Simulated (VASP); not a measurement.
Write the native input for VASP 6.6.1 that does the following.

| Quantity | Value |
| --- | --- |
| Task | single point |
| Functional | PBE |
| Potentials or basis | VASP PAW PBE potentials, release 64 (V_sv) |
| Cutoff | 520 eV |
| k mesh | 18 × 18 × 18 |
| Occupations | fermi-dirac, width 0.1 eV |
| Spin | no spin polarisation |
| Dipole correction | no |
| Further INCAR settings | ALGO = Normal; EDIFF = 1e-06; NBANDS = 12 |

The structure of V lies in POSCAR:

```
V
1.0
   -1.3620997338      1.3620997338      1.3620997338
    1.3620997338     -1.3620997338      1.3620997338
    1.3620997338      1.3620997338     -1.3620997338
V
1
Direct
    0.0000000000      0.0000000000      0.0000000000
```

This cell differs from its parent crystal: volume scaled by 0.75.

These files were run (other wordings do the same):

INCAR

```
PREC = Accurate ; ENCUT = 520
EDIFF = 1E-6 ; ISMEAR = -1
SIGMA = 0.1 ; LREAL = F
LASPH = T ; NELM = 80
ALGO = Normal ; ISIF = 2
LWAVE = F ; LCHARG = F
GGA = PE ; NBANDS = 12
```

KPOINTS

```
Automatic mesh
0
Gamma
  18 18 18
```

Potentials or basis: VASP PAW PBE potentials, release 64 (V_sv).

Run with:

```sh
$ cat potpaw_PBE.64/V_sv/POTCAR > POTCAR
$ mpirun -np 1 vasp_std > vasp.out
```

It gave:

| Quantity | Value |
| --- | --- |
| Pressure | 89.7 GPa |

It took 28 s on 1 thread of AMD EPYC 7R13, with other jobs on the host, peak memory 0.1 GiB.
